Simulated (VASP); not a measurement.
# Ga8N7 (a cell with a defect) in VASP: notebook

Runs on Ga8N7 (a cell with a defect). Level: PBE. Tasks: single point.

All numbers are computed with VASP 6.6.1; they aren't measurements. Logs are shortened: lines on timing, memory, paths and dates and some standing lists are left out, and cuts for length are marked.

## (1) The cell of the first run

The cell holds a defect, 15 atoms: a = 5.243 Å, b = 6.437 Å, c = 6.437 Å, α = 120.00°, β = 90.00°, γ = 90.00°.

## (2) Single point, PBE (atoms taken out, then relaxed in part)

INCAR

```
SYSTEM = Ga8N7
PREC = Accurate ; ENCUT = 520
EDIFF = 1E-6 ; ISMEAR = 0
SIGMA = 0.01 ; LREAL = Auto
LASPH = .TRUE. ; NELM = 100
ALGO = Normal ; ISIF = 2
LWAVE = .FALSE. ; LCHARG = .TRUE.
GGA = PE ; LELF = .TRUE.
LVHAR = .TRUE. ; NELECT = 138.0
NBANDS = 82
```

KPOINTS

```
Automatic mesh
0
G
  3 3 3
  0 0 0
```

POSCAR

```
Ga8N7
1.0
    0.0000000000      0.0000000000      5.2431684095
    3.2183708159      5.5743817708      0.0000000000
   -6.4367416318      0.0000000000      0.0000000000
Ga N
8 7
Direct
    0.4873469018      0.1666666667      0.3333333333
    0.4989068920      0.1634597271      0.8317298635
    0.4989068920      0.6682701365      0.3365402729
    0.4989068920      0.6682701365      0.8317298635
    1.0009025170      0.3352391505      0.6704783010
    1.0009025170      0.3352391505      0.1647608495
    1.0021522439      0.8333333333      0.6666666667
    1.0009025170      0.8295216990      0.1647608495
    0.8754106186      0.1656684148      0.8328342074
    0.8754106186      0.6671657926      0.3343315852
    0.8754106186      0.6671657926      0.8328342074
    0.3776276640      0.3330791371      0.6661582743
    0.3776276640      0.3330791371      0.1669208629
    0.3760926424      0.8333333333      0.6666666667
    0.3776276640      0.8338417257      0.1669208629
```

Potentials or basis: VASP PAW PBE potentials, release 64 (Ga_d, N).

Run with:

```bash
$ cat potpaw_PBE.64/Ga_d/POTCAR potpaw_PBE.64/N/POTCAR > POTCAR
$ mpirun -np 1 vasp_std > vasp.out
```

OUTCAR:

```text
SYSTEM = Ga8N7
   PREC = Accurate
   ENCUT = 520
   EDIFF = 1E-6
   ISMEAR = 0
   LREAL = Auto
   LASPH = .TRUE.
   NELM = 100
   ISIF = 2
   GGA = PE
   NELECT = 138.0

 ion  position               nearest neighbor table
   1  0.487  0.167  0.333-  13 1.94  12 1.94  15 1.94
   2  0.499  0.163  0.832-  14 1.95  12 1.97  13 1.97   9 1.97
   3  0.499  0.668  0.337-  14 1.95  15 1.97  13 1.97  10 1.97
   4  0.499  0.668  0.832-  14 1.95  15 1.97  12 1.97  11 1.97
   5  0.001  0.335  0.670-   9 1.96  11 1.96  12 1.98
   6  0.001  0.335  0.165-   9 1.96  10 1.96  13 1.98
   7  0.002  0.833  0.667-  14 1.96  11 1.97  10 1.97   9 1.97
   8  0.001  0.830  0.165-  10 1.96  11 1.96  15 1.98
   9  0.875  0.166  0.833-   5 1.96   6 1.96   7 1.97   2 1.97
  10  0.875  0.667  0.334-   8 1.96   6 1.96   7 1.97   3 1.97
  11  0.875  0.667  0.833-   8 1.96   5 1.96   7 1.97   4 1.97
  12  0.378  0.333  0.666-   1 1.94   2 1.97   4 1.97   5 1.98
  13  0.378  0.333  0.167-   1 1.94   2 1.97   3 1.97   6 1.98
  14  0.376  0.833  0.667-   4 1.95   3 1.95   2 1.95   7 1.96
  15  0.378  0.834  0.167-   1 1.94   3 1.97   4 1.97   8 1.98

  LATTYP: Found a hexagonal cell.
 ALAT       =     6.4367416319
 C/A-ratio  =     0.8145687227

  Lattice vectors:

 A1 = (   3.2183708159,   5.5743817708,   0.0000000000)
 A2 = (  -6.4367416318,   0.0000000000,   0.0000000000)
 A3 = (   0.0000000000,   0.0000000000,   5.2431684095)

Analysis of symmetry for initial positions (statically):
=====================================================================
 Subroutine PRICEL returns:
 Original cell was already a primitive cell.

 Routine SETGRP: Setting up the symmetry group for a
 hexagonal supercell.

 Subroutine GETGRP returns: Found  6 space group operations
 (whereof  2 operations were pure point group operations)
 out of a pool of 24 trial point group operations.

The static configuration has the point symmetry C_1h.
 The point group associated with its full space group is C_3v.

Analysis of symmetry for dynamics (positions and initial velocities):
=====================================================================
 Subroutine PRICEL returns:
 Original cell was already a primitive cell.

 Routine SETGRP: Setting up the symmetry group for a
 hexagonal supercell.

 Subroutine GETGRP returns: Found  6 space group operations
 (whereof  2 operations were pure point group operations)
 out of a pool of 24 trial point group operations.

The dynamic configuration has the point symmetry C_1h.
 The point group associated with its full space group is C_3v.

 Subroutine INISYM returns: Found  6 space group operations
 (whereof  2 operations are pure point group operations),
 and found     1 'primitive' translations

----------------------------------------------------------------------------------------

                                     Primitive cell

  volume of cell :     188.1294

  direct lattice vectors                    reciprocal lattice vectors
     0.000000000  0.000000000  5.243168409     0.000000000  0.000000000  0.190724372
     3.218370816  5.574381771  0.000000000     0.000000000  0.179392091  0.000000000
    -6.436741632  0.000000000  0.000000000    -0.155358108  0.089696045  0.000000000

  length of vectors
     5.243168409  6.436741632  6.436741632     0.190724372  0.179392091  0.179392091

  position of ions in fractional coordinates (direct lattice)
     0.487346902  0.166666667  0.333333333
     0.498906892  0.163459727  0.831729864
     0.498906892  0.668270136  0.336540273
     0.498906892  0.668270136  0.831729864
     0.000902517  0.335239151  0.670478301
     0.000902517  0.335239151  0.164760849
     0.002152244  0.833333333  0.666666667
     0.000902517  0.829521699  0.164760849
     0.875410619  0.165668415  0.832834207
     0.875410619  0.667165793  0.334331585
     0.875410619  0.667165793  0.832834207
     0.377627664  0.333079137  0.666158274
     0.377627664  0.333079137  0.166920863
     0.376092642  0.833333333  0.666666667
     0.377627664  0.833841726  0.166920863

  ion indices of the primitive-cell ions
   primitive index   ion index
                 1           1
                 2           2
                 3           3
                 4           4
                 5           5
                 6           6
                 7           7
                 8           8
                 9           9
                10          10
                11          11
                12          12
                13          13
                14          14
                15          15

----------------------------------------------------------------------------------------

 KPOINTS: Automatic mesh

Automatic generation of k-mesh.
 Grid dimensions read from file:
 generate k-points for:    3    3    3

 Generating k-lattice:

  Cartesian coordinates                     Fractional coordinates (reciprocal lattice)
     0.000000000  0.000000000  0.063574791     0.333333333  0.000000000  0.000000000
     0.000000000  0.059797364  0.000000000     0.000000000  0.333333333  0.000000000
    -0.051786036  0.029898682  0.000000000     0.000000000  0.000000000  0.333333333

  Length of vectors
     0.063574791  0.059797364  0.059797364

  Shift w.r.t. Gamma in fractional coordinates (k-lattice)
     0.000000000  0.000000000  0.000000000

 Subroutine IBZKPT returns following result:
 ===========================================

 Found      7 irreducible k-points:

 Following reciprocal coordinates:
            Coordinates               Weight
  0.000000  0.000000  0.000000      1.000000
  0.333333  0.000000  0.000000      2.000000
  0.000000  0.333333  0.000000      6.000000
  0.333333  0.333333  0.000000      6.000000
  0.333333  0.000000  0.333333      6.000000
  0.000000  0.333333  0.333333      2.000000
  0.333333  0.333333  0.333333      4.000000
   k-points           NKPTS =      7   k-points in BZ     NKDIM =      7   number of bands    NBANDS=     82
   number of dos      NEDOS =    301   number of ions     NIONS =     15
   total plane-waves  NPLWV =  92160
   dimension x,y,z NGX =    40 NGY =   48 NGZ =   48
   dimension x,y,z NGXF=    80 NGYF=   96 NGZF=   96
   ions per type =               8   7
   NGX,Y,Z   is equivalent  to a cutoff of  12.68, 12.40, 12.40 a.u.
   NGXF,Y,Z  is equivalent  to a cutoff of  25.37, 24.79, 24.79 a.u.
 SYSTEM =  Ga8N7
   PREC   = accura    normal or accurate (medium, high low for compatibility)
   ISTART =      0    job   : 0-new  1-cont  2-samecut
   ICHARG =      2    charge: 1-file 2-atom 10-const
   ISPIN  =      1    spin polarized calculation?
   LNONCOLLINEAR =      F non collinear calculations
   LSORBIT =      F    spin-orbit coupling
   LASPH  =      T    aspherical Exc in radial PAW
   ENCUT  =  520.0 eV  38.22 Ry    6.18 a.u.   9.75 11.97 11.97*2*pi/ulx,y,z
   NELM   =    100;   NELMIN=  2; NELMDL= -5     # of ELM steps
   EDIFF  = 0.1E-05   stopping-criterion for ELM
   LREAL  =      T    real-space projection
   EDIFFG = 0.1E-04   stopping-criterion for IOM
   NSW    =      0    number of steps for IOM
   IBRION =     -1    ionic relax: 0-MD 1-quasi-New 2-CG
   NFREE  =      0    steps in history (QN), initial steepest desc. (CG)
   ISIF   =      2    stress and relaxation
   ISYM   =      2    0-nonsym 1-usesym 2-fastsym
   POTIM  = 0.5000    time-step for ionic-motion
   TEBEG  =    0.0;   TEEND  =   0.0 temperature during run
   PSTRESS=    0.0 pullay stress
   NELECT =     138.0000    total number of electrons
   NUPDOWN=      -1.0000    fix difference up-down
   EMIN   =  10.00;   EMAX   =-10.00  energy-range for DOS
   EFERMI =   0.00;   METHOD = LEGACY
   ISMEAR =     0;   SIGMA  =   0.01  broadening in eV -4-tet -1-fermi 0-gaus
   EFERMI_NEDOS =   21; number of points for ismear=-14 and -15
   IALGO  =     38    algorithm
   IMIX   =      4    mixing-type and parameters
     AMIX     =   0.40;   BMIX     =  1.00
     AMIX_MAG =   1.60;   BMIX_MAG =  1.00
  volume/ion in A,a.u.               =      12.54        84.64
  Fermi-wavevector in a.u.,A,eV,Ry     =   1.476440  2.790066 29.658982  2.179874
  Thomas-Fermi vector in A             =   2.590966
   LORBIT       =      0    0 simple, 1 ext, 2 COOP (PROOUT), +10 PAW based schemes
   GGA     = PE    functional components
   LHFCALC =     F    Hartree Fock is set to
   AEXX    =    0.0000 exact exchange contribution
   IVDW    =     0    specifies the selected vdW correction
   LEPSILON=     F    determine dielectric tensor
   LRPA    =     F    only Hartree local field effects (RPA)
 non-spin polarized calculation
 Gauss-broadening in eV      SIGMA  =   0.01
  energy-cutoff  :      520.00
  volume of cell :      188.13
 maximum number of plane-waves:      5076
 NGX is ok and might be reduce to    40
   NGX = 19   NGY = 23   NGZ = 23

 number of electron     137.9999922 magnetization

 Free energy of the ion-electron system (eV)
  ---------------------------------------------------
  ext. energy  EPLUGINS =         0.00000000
  ---------------------------------------------------
  free energy    TOTEN  =       -92.41305437 eV

  energy without entropy =      -92.41305437  energy(sigma->0) =      -92.41305437

 E-fermi :   5.1970     XC(G=0): -11.2426

 val. band max:        5.1086729899   @ k =   0.0000   0.3333   0.3333
 cond. band min:       6.5354608049   @ k =   0.0000   0.3333   0.3333
 fundamental gap:      1.4267878150
 Fermi energy:         5.1970447803

 k-point     1 :       0.0000    0.0000    0.0000
  band No.  band energies     occupation
      1     -10.9599      2.00000
      2     -10.3154      2.00000
      3     -10.3154      2.00000
      4     -10.3149      2.00000
      5     -10.1714      2.00000
      6     -10.1714      2.00000
[... 577 lines left out ...]
     80      11.8345      0.00000
     81      12.0901      0.00000
 [bands above 81 left out]

------------------------ aborting loop because EDIFF is reached ----------------------------------------

  FORCE on cell =-STRESS in cart. coord.  units (eV):
  Direction    XX          YY          ZZ          XY          YZ          ZX
  --------------------------------------------------------------------------------------
  -------------------------------------------------------------------------------------
  Total      -10.7904397    -10.7904397    -10.9863825      0.0000000     -0.0000000      0.0000000
  in kB      -91.8952645    -91.8952645    -93.5639836      0.0000000     -0.0000000      0.0000000
  external PRESSURE =     -92.4515042 kB  Pullay stress =       0.0000000 kB

 VOLUME and BASIS-vectors are now :
 -----------------------------------------------------------------------------
  energy-cutoff  :      520.00
  volume of cell :      188.13
      direct lattice vectors                 reciprocal lattice vectors
     0.000000000  0.000000000  5.243168409     0.000000000  0.000000000  0.190724372
     3.218370816  5.574381771  0.000000000     0.000000000  0.179392091  0.000000000
    -6.436741632  0.000000000  0.000000000    -0.155358108  0.089696045  0.000000000

 POSITION                                       TOTAL-FORCE (eV/Angst)
 -----------------------------------------------------------------------------------
     -1.60919      0.92906      2.55524        -0.000000      0.000000      0.006755
     -4.82756      0.91119      2.61585         0.000000     -0.003451     -0.003213
     -0.01548      3.72519      2.61585        -0.002989      0.001725     -0.003213
     -3.20289      3.72519      2.61585         0.002989      0.001725     -0.003213
     -3.23677      1.86875      0.00473         0.001568     -0.000905     -0.003477
      0.01840      1.86875      0.00473        -0.001568     -0.000905     -0.003477
     -1.60919      4.64532      0.01128        -0.000000      0.000000      0.001527
      1.60919      4.62407      0.00473        -0.000000      0.001811     -0.003477
     -4.82756      0.92350      4.58993        -0.000000     -0.012990     -0.004556
     -0.00482      3.71904      4.58993        -0.011249      0.006495     -0.004556
     -3.21355      3.71904      4.58993         0.011249      0.006495     -0.004556
     -3.21592      1.85671      1.97997         0.001528     -0.000882      0.007101
     -0.00245      1.85671      1.97997        -0.001528     -0.000882      0.007101
     -1.60919      4.64532      1.97192        -0.000000      0.000000      0.004150
      1.60919      4.64815      1.97997        -0.000000      0.001764      0.007101
 -----------------------------------------------------------------------------------
    total drift:                                0.000003      0.000001      0.007891

  FREE ENERGIE OF THE ION-ELECTRON SYSTEM (eV)
  ---------------------------------------------------
  free  energy   TOTEN  =       -92.4130543663 eV

  energy  without entropy=      -92.4130543663  energy(sigma->0) =      -92.41305437
```

It took 4.7 min on 1 thread of Intel Xeon Platinum 8259CL at 2.50GHz (Skylake/Cascade Lake), shared host; peak memory 0.32 GiB.

What came out:

```
Free energy   : -92.4131 eV
Largest force : 0.014 eV/Å
```

Forces on the atoms (eV/Å):
```
Ga   0.000  0.000  0.007
Ga   0.000 -0.003 -0.003
Ga  -0.003  0.002 -0.003
Ga   0.003  0.002 -0.003
Ga   0.002 -0.001 -0.003
Ga  -0.002 -0.001 -0.003
Ga   0.000  0.000  0.002
Ga   0.000  0.002 -0.003
N    0.000 -0.013 -0.005
N   -0.011  0.006 -0.005
N    0.011  0.006 -0.005
N    0.002 -0.001  0.007
N   -0.002 -0.001  0.007
N    0.000  0.000  0.004
N    0.000  0.002  0.007
```

Caveat: the cell carries a net charge on a neutralising background, which shifts energy and pressure; the cell differs from its parent crystal (atoms taken out, then relaxed in part); the cell is charged against a uniform background, so pressure and absolute levels hang on convention.

[end of part 1 of 2]
